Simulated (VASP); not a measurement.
Wanted: the native input for a VASP 6.6.1 run.

```yaml
Task: single point
Functional: PBE
Potentials_or_basis: VASP PAW PBE potentials, release 64 (Ga_d, N)
Cutoff: 520 eV
k_mesh: 6 × 6 × 6
Occupations: gaussian, width 0.01 eV
Spin: no spin polarisation
Dipole_correction: no
Further_INCAR_settings: ALGO = Normal; EDIFF = 1e-06; NBANDS = 16
```

The structure of GaN lies in POSCAR:

```
GaN
1.0
    0.0000000000      2.1085152362      2.1085152362
    2.1085152362      0.0000000000      2.1085152362
    2.1085152362      2.1085152362      0.0000000000
Ga N
1 1
Direct
    0.0000000000      0.0000000000      0.0000000000
    0.5000000000      0.5000000000      0.5000000000
```

The input as run:

INCAR

```
PREC = Accurate
ENCUT = 520
EDIFF = 1E-6
ISMEAR = 0
SIGMA = 0.01
LREAL = False
LASPH = True
NELM = 80
ALGO = Normal
ISIF = 2
LWAVE = False
LCHARG = False
GGA = PE
NBANDS = 16
```

KPOINTS

```
regular mesh
0
Gamma
  6 6 6
```

Potentials or basis: VASP PAW PBE potentials, release 64 (Ga_d, N).

Run with:

```sh
$ cat potpaw_PBE.64/Ga_d/POTCAR potpaw_PBE.64/N/POTCAR > POTCAR
$ mpirun -np 1 vasp_std > vasp.out
```

Results of the run:

* Pressure: 8.9 GPa
* Band gap on the k mesh: 0.62 eV, indirect (least direct gap 2.83 eV)

Caveat: the k points lie up to 0.43 Å⁻¹ apart.

It took 4.1 s on 1 thread of AMD EPYC 9R45 96-Core Processor (Zen 5) (shared host), peak memory 0.1 GiB.
